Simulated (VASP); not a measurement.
# MgO (Cm) in VASP: single point with LDA

Aim: the single point of MgO with LDA.

Program: VASP 6.6.1. These are calculated values, not measurements. Logs are shortened: lines on timing, memory, paths and dates and some standing lists are left out, and cuts for length are marked.

### Step 1. The cell of the first run

It takes space group Cm (No. 8, monoclinic). Conventional cell: a = 5.646 Å, b = 3.258 Å, c = 15.461 Å, α = 90.00°, β = 90.02°, γ = 90.00°. Within 2.6 Å of Mg (site symmetry m) lie 4 O at 1.97 Å. Within 2.6 Å of Mg (site symmetry m) lie 4 O at 1.97 to 1.98 Å. Mg (site symmetry m) has 4 O at 1.97 to 1.98 Å within 2.6 Å. Within 2.6 Å of Mg (site symmetry m) lie 4 O at 1.97 to 1.99 Å. Within 2.6 Å of Mg (site symmetry m) lie 4 O at 1.97 to 1.99 Å. Within 2.6 Å of Mg (site symmetry m) lie 4 O at 1.98 Å. Within 2.6 Å of O (site symmetry m) lie 4 Mg at 1.97 Å. O (site symmetry m) has 4 Mg at 1.97 Å within 2.6 Å.

### Step 2. Single point, LDA

INCAR

```
PREC = Accurate
ENCUT = 840
EDIFF = 1E-6
ISMEAR = 0
SIGMA = 0.01
LREAL = F
LASPH = T
NELM = 120
ALGO = Normal
ISIF = 2
LWAVE = F
LCHARG = F
GGA = CA
NBANDS = 60
GGA_COMPAT = F
```

KPOINTS

```
Automatic mesh
0
Gamma
  6 6 2
```

POSCAR

```
MgO
1.0
    2.8229590000     -1.6288670000      0.0000000000
    2.8229590000      1.6288670000      0.0000000000
   -0.0049380000      0.0000000000     15.4605420000
Mg O
6 6
Direct
    0.6669280000      0.6669280000      0.3520000000
    0.6665850000      0.6665850000      0.0207980000
    0.0000000000      0.0000000000      0.1862250000
    0.0011870000      0.0011870000      0.5178950000
    0.9988370000      0.9988370000      0.8525680000
    0.3332390000      0.3332390000      0.6861050000
    0.6667080000      0.6667080000      0.1483920000
    0.6677000000      0.6677000000      0.4795810000
    0.9997240000      0.9997240000      0.9815860000
    0.0001040000      0.0001040000      0.3140010000
    0.0000240000      0.0000240000      0.6468920000
    0.3322540000      0.3322540000      0.8139280000
```

Potentials or basis: VASP PAW LDA potentials, release 64 (Mg_sv, O).

Run with:

```
> cat potpaw_LDA.64/Mg_sv/POTCAR potpaw_LDA.64/O/POTCAR > POTCAR
> mpirun -np 1 vasp_std > vasp.out
```

OUTCAR:

```text
PREC = Accurate
   ENCUT = 840
   EDIFF = 1E-6
   ISMEAR = 0
   LREAL = F
   LASPH = T
   NELM = 120
   ISIF = 2
   GGA = CA

 ion  position               nearest neighbor table
   1  0.667  0.667  0.352-  10 1.97  10 1.97  10 1.97   8 1.97
   2  0.667  0.667  0.021-   7 1.97   9 1.98   9 1.98   9 1.98
   3  0.000  0.000  0.186-   7 1.97   7 1.97   7 1.97  10 1.98
   4  0.001  0.001  0.518-   8 1.97   8 1.97   8 1.97  11 1.99
   5  0.999  0.999  0.853-  12 1.97  12 1.97  12 1.98   9 1.99
   6  0.333  0.333  0.686-  12 1.98  11 1.98  11 1.98  11 1.98
   7  0.667  0.667  0.148-   3 1.97   3 1.97   3 1.97   2 1.97
   8  0.668  0.668  0.480-   4 1.97   4 1.97   1 1.97   4 1.97
   9  1.000  1.000  0.982-   2 1.98   2 1.98   2 1.98   5 1.99
  10  0.000  0.000  0.314-   1 1.97   1 1.97   1 1.97   3 1.98
  11  0.000  0.000  0.647-   6 1.98   6 1.98   6 1.98   4 1.99
  12  0.332  0.332  0.814-   5 1.97   5 1.97   5 1.98   6 1.98

  LATTYP: Found a base centered monoclinic cell.
 ALAT       =     5.6459180000
 B/A-ratio  =     0.5770069633
 C/A-ratio  =     2.7383576574
 COS(beta)  =    -0.0003193937

  Lattice vectors:

 A1 = (   2.8229590000,  -1.6288670000,   0.0000000000)
 A2 = (   2.8229590000,   1.6288670000,   0.0000000000)
 A3 = (  -0.0049380000,   0.0000000000,  15.4605420000)

Analysis of symmetry for initial positions (statically):
=====================================================================
 Subroutine PRICEL returns:
 Original cell was already a primitive cell.

 Routine SETGRP: Setting up the symmetry group for a
 base centered monoclinic supercell.

 Subroutine GETGRP returns: Found  2 space group operations
 (whereof  2 operations were pure point group operations)
 out of a pool of  4 trial point group operations.

The static configuration has the point symmetry C_1h.

Analysis of symmetry for dynamics (positions and initial velocities):
=====================================================================
 Subroutine PRICEL returns:
 Original cell was already a primitive cell.

 Routine SETGRP: Setting up the symmetry group for a
 base centered monoclinic supercell.

 Subroutine GETGRP returns: Found  2 space group operations
 (whereof  2 operations were pure point group operations)
 out of a pool of  4 trial point group operations.

The dynamic configuration has the point symmetry C_1h.

 Subroutine INISYM returns: Found  2 space group operations
 (whereof  2 operations are pure point group operations),
 and found     1 'primitive' translations

----------------------------------------------------------------------------------------

                                     Primitive cell

  volume of cell :     142.1821

  direct lattice vectors                    reciprocal lattice vectors
     2.822959000 -1.628867000  0.000000000     0.177119115 -0.306961833  0.000056571
     2.822959000  1.628867000  0.000000000     0.177119115  0.306961833  0.000056571
    -0.004938000  0.000000000 15.460542000     0.000000000  0.000000000  0.064680785

  length of vectors
     3.259187816  3.259187816 15.460542789     0.354396319  0.354396319  0.064680785

  position of ions in fractional coordinates (direct lattice)
     0.666928000  0.666928000  0.352000000
     0.666585000  0.666585000  0.020798000
     0.000000000  0.000000000  0.186225000
     0.001187000  0.001187000  0.517895000
     0.998837000  0.998837000  0.852568000
     0.333239000  0.333239000  0.686105000
     0.666708000  0.666708000  0.148392000
     0.667700000  0.667700000  0.479581000
     0.999724000  0.999724000  0.981586000
     0.000104000  0.000104000  0.314001000
     0.000024000  0.000024000  0.646892000
     0.332254000  0.332254000  0.813928000

  ion indices of the primitive-cell ions
   primitive index   ion index
                 1           1
                 2           2
                 3           3
                 4           4
                 5           5
                 6           6
                 7           7
                 8           8
                 9           9
                10          10
                11          11
                12          12

----------------------------------------------------------------------------------------

 KPOINTS: Automatic mesh

Automatic generation of k-mesh.
 Grid dimensions read from file:
 generate k-points for:    6    6    2

 Generating k-lattice:

  Cartesian coordinates                     Fractional coordinates (reciprocal lattice)
     0.029519853 -0.051160305  0.000009428     0.166666667 -0.000000000  0.000000000
     0.029519853  0.051160305  0.000009428    -0.000000000  0.166666667  0.000000000
     0.000000000  0.000000000  0.032340393     0.000000000  0.000000000  0.500000000

  Length of vectors
     0.059066053  0.059066053  0.032340393

  Shift w.r.t. Gamma in fractional coordinates (k-lattice)
     0.000000000  0.000000000  0.000000000

 Subroutine IBZKPT returns following result:
 ===========================================

 Found     26 irreducible k-points:

 Following reciprocal coordinates:
            Coordinates               Weight
  0.000000  0.000000  0.000000      1.000000
  0.166667  0.000000  0.000000      4.000000
  0.333333  0.000000  0.000000      4.000000
  0.500000  0.000000  0.000000      2.000000
  0.166667  0.166667  0.000000      2.000000
  0.333333  0.166667  0.000000      4.000000
[... 16 lines left out ...]
  0.333333  0.333333  0.500000      2.000000
  0.500000  0.333333  0.500000      4.000000
 [... further k-points ...]
   k-points           NKPTS =     26   k-points in BZ     NKDIM =     26   number of bands    NBANDS=     60
   number of dos      NEDOS =    301   number of ions     NIONS =     12
   total plane-waves  NPLWV = 153600
   dimension x,y,z NGX =    32 NGY =   32 NGZ =  150
   dimension x,y,z NGXF=    64 NGYF=   64 NGZF=  300
   ions per type =               6   6
   NGX,Y,Z   is equivalent  to a cutoff of  16.32, 16.32, 16.13 a.u.
   NGXF,Y,Z  is equivalent  to a cutoff of  32.65, 32.65, 32.26 a.u.
 SYSTEM =  unknown system
   PREC   = accura    normal or accurate (medium, high low for compatibility)
   ISTART =      0    job   : 0-new  1-cont  2-samecut
   ICHARG =      2    charge: 1-file 2-atom 10-const
   ISPIN  =      1    spin polarized calculation?
   LNONCOLLINEAR =      F non collinear calculations
   LSORBIT =      F    spin-orbit coupling
   LASPH  =      T    aspherical Exc in radial PAW
   ENCUT  =  840.0 eV  61.74 Ry    7.86 a.u.   7.70  7.70 36.54*2*pi/ulx,y,z
   NELM   =    120;   NELMIN=  2; NELMDL= -5     # of ELM steps
   EDIFF  = 0.1E-05   stopping-criterion for ELM
   LREAL  =      F    real-space projection
   EDIFFG = 0.1E-04   stopping-criterion for IOM
   NSW    =      0    number of steps for IOM
   IBRION =     -1    ionic relax: 0-MD 1-quasi-New 2-CG
   NFREE  =      0    steps in history (QN), initial steepest desc. (CG)
   ISIF   =      2    stress and relaxation
   ISYM   =      2    0-nonsym 1-usesym 2-fastsym
   POTIM  = 0.5000    time-step for ionic-motion
   TEBEG  =    0.0;   TEEND  =   0.0 temperature during run
   PSTRESS=    0.0 pullay stress
   NELECT =      96.0000    total number of electrons
   NUPDOWN=      -1.0000    fix difference up-down
   EMIN   =  10.00;   EMAX   =-10.00  energy-range for DOS
   EFERMI =   0.00;   METHOD = LEGACY
   ISMEAR =     0;   SIGMA  =   0.01  broadening in eV -4-tet -1-fermi 0-gaus
   EFERMI_NEDOS =   21; number of points for ismear=-14 and -15
   IALGO  =     38    algorithm
   IMIX   =      4    mixing-type and parameters
     AMIX     =   0.40;   BMIX     =  1.00
     AMIX_MAG =   1.60;   BMIX_MAG =  1.00
  volume/ion in A,a.u.               =      11.85        79.96
  Fermi-wavevector in a.u.,A,eV,Ry     =   1.436207  2.714037 28.064596  2.062690
  Thomas-Fermi vector in A             =   2.555420
   LORBIT       =      0    0 simple, 1 ext, 2 COOP (PROOUT), +10 PAW based schemes
   GGA     = CA    functional components
   LHFCALC =     F    Hartree Fock is set to
   AEXX    =    0.0000 exact exchange contribution
   IVDW    =     0    specifies the selected vdW correction
   LEPSILON=     F    determine dielectric tensor
   LRPA    =     F    only Hartree local field effects (RPA)
 non-spin polarized calculation
 Gauss-broadening in eV      SIGMA  =   0.01
  energy-cutoff  :      840.00
  volume of cell :      142.18
 maximum number of plane-waves:      7946
   NGX = 15   NGY = 15   NGZ = 73

 number of electron      95.9999997 magnetization

 Free energy of the ion-electron system (eV)
  ---------------------------------------------------
  ext. energy  EPLUGINS =         0.00000000
  ---------------------------------------------------
  free energy    TOTEN  =       -77.50113592 eV

  energy without entropy =      -77.50113592  energy(sigma->0) =      -77.50113592

 E-fermi :   0.5556     XC(G=0): -10.5207

 val. band max:        0.3627469571   @ k =   0.0000   0.0000   0.0000
 cond. band min:       3.8587096842   @ k =   0.0000   0.0000   0.0000
 fundamental gap:      3.4959627271
 Fermi energy:         0.5556099941

 k-point     1 :       0.0000    0.0000    0.0000
  band No.  band energies     occupation
      1     -70.4259      2.00000
      2     -70.3659      2.00000
      3     -70.3627      2.00000
      4     -70.2989      2.00000
      5     -70.2497      2.00000
      6     -70.2384      2.00000
[... 52 lines left out ...]
     59      14.5418      0.00000
     60      14.6244      0.00000

 k-point     2 :       0.1667    0.0000    0.0000
  band No.  band energies     occupation
      1     -70.4254      2.00000
      2     -70.3654      2.00000
      3     -70.3622      2.00000
      4     -70.2984      2.00000
      5     -70.2491      2.00000
      6     -70.2379      2.00000
[... 1383 lines left out ...]
      4     -70.2969      2.00000
      5     -70.2475      2.00000
      6     -70.2364      2.00000
[... 52 lines left out ...]
     59      11.3781      0.00000
     60      11.5116      0.00000

 [... further k-points ...]

------------------------ aborting loop because EDIFF is reached ----------------------------------------

  FORCE on cell =-STRESS in cart. coord.  units (eV):
  Direction    XX          YY          ZZ          XY          YZ          ZX
  --------------------------------------------------------------------------------------
  -------------------------------------------------------------------------------------
  Total       -3.0364602     -2.9978273     -2.7898374      0.0000000      0.0000000      0.0115065
  in kB      -34.2163174    -33.7809832    -31.4372515      0.0000000      0.0000000      0.1296609
  external PRESSURE =     -33.1448507 kB  Pullay stress =       0.0000000 kB

 VOLUME and BASIS-vectors are now :
 -----------------------------------------------------------------------------
  energy-cutoff  :      840.00
  volume of cell :      142.18
      direct lattice vectors                 reciprocal lattice vectors
     2.822959000 -1.628867000  0.000000000     0.177119115 -0.306961833  0.000056571
     2.822959000  1.628867000  0.000000000     0.177119115  0.306961833  0.000056571
    -0.004938000  0.000000000 15.460542000     0.000000000  0.000000000  0.064680785

 POSITION                                       TOTAL-FORCE (eV/Angst)
 -----------------------------------------------------------------------------------
      3.76368      0.00000      5.44211         0.001446      0.000000     -0.025946
      3.76338      0.00000      0.32155        -0.004388      0.000000     -0.012549
     -0.00092      0.00000      2.87914        -0.000452      0.000000      0.030732
      0.00414      0.00000      8.00694        -0.017778      0.000000      0.025586
      5.63514      0.00000     13.18116         0.015381      0.000000     -0.015486
      1.87805      0.00000     10.60756        -0.000842      0.000000      0.020091
      3.76345      0.00000      2.29422         0.000570      0.000000     -0.004204
      3.76741      0.00000      7.41458         0.006035      0.000000     -0.011982
      5.63951      0.00000     15.17585         0.000882      0.000000      0.000023
     -0.00096      0.00000      4.85463         0.003311      0.000000     -0.006480
     -0.00306      0.00000     10.00130        -0.000157      0.000000      0.000657
      1.87186      0.00000     12.58377        -0.004009      0.000000     -0.000442
 -----------------------------------------------------------------------------------
    total drift:                               -0.000432      0.000000      0.002066

  FREE ENERGIE OF THE ION-ELECTRON SYSTEM (eV)
  ---------------------------------------------------
  free  energy   TOTEN  =       -77.5011359200 eV

  energy  without entropy=      -77.5011359200  energy(sigma->0) =      -77.50113592
```

Wall time 5.9 min (1 thread of Intel Xeon Platinum 8259CL at 2.50GHz (Skylake/Cascade Lake), shared host); peak memory 0.49 GiB.

Results:

* Free energy: -77.5011 eV
* Pressure: -3.3 GPa
* Largest force: 0.031 eV/Å
* Band gap on the k mesh: 3.50 eV

Forces in eV/Å, atoms in the order of the input:
```
Mg   0.001  0.000 -0.026
Mg  -0.004  0.000 -0.013
Mg   0.000  0.000  0.031
Mg  -0.018  0.000  0.026
Mg   0.015  0.000 -0.015
Mg  -0.001  0.000  0.020
O    0.001  0.000 -0.004
O    0.006  0.000 -0.012
O    0.001  0.000  0.000
O    0.003  0.000 -0.006
O    0.000  0.000  0.001
O   -0.004  0.000  0.000
```

Levels at points of the mesh, in eV from the valence-band top:
| k point | band 46 | band 47 | band 48 | band 49 | band 50 | band 51 |
| --- | --- | --- | --- | --- | --- | --- |
| (0.00, 0.00, 0.00) | -0.15 | -0.15 | 0.00 | 3.50 | 4.82 | 4.86 |
| (0.50, 0.00, 0.00) | -0.50 | -0.41 | -0.31 | 6.65 | 6.82 | 7.44 |
| (0.50, 0.50, 0.00) | -0.50 | -0.42 | -0.31 | 6.66 | 6.82 | 7.44 |
| (0.00, 0.00, 0.50) | -0.22 | -0.15 | -0.15 | 3.87 | 3.97 | 5.87 |
| (0.50, 0.00, 0.50) | -0.42 | -0.37 | -0.33 | 6.60 | 6.88 | 7.45 |
| (0.50, 0.50, 0.50) | -0.42 | -0.38 | -0.33 | 6.61 | 6.88 | 7.46 |

Caveat: the cell stands under tension.
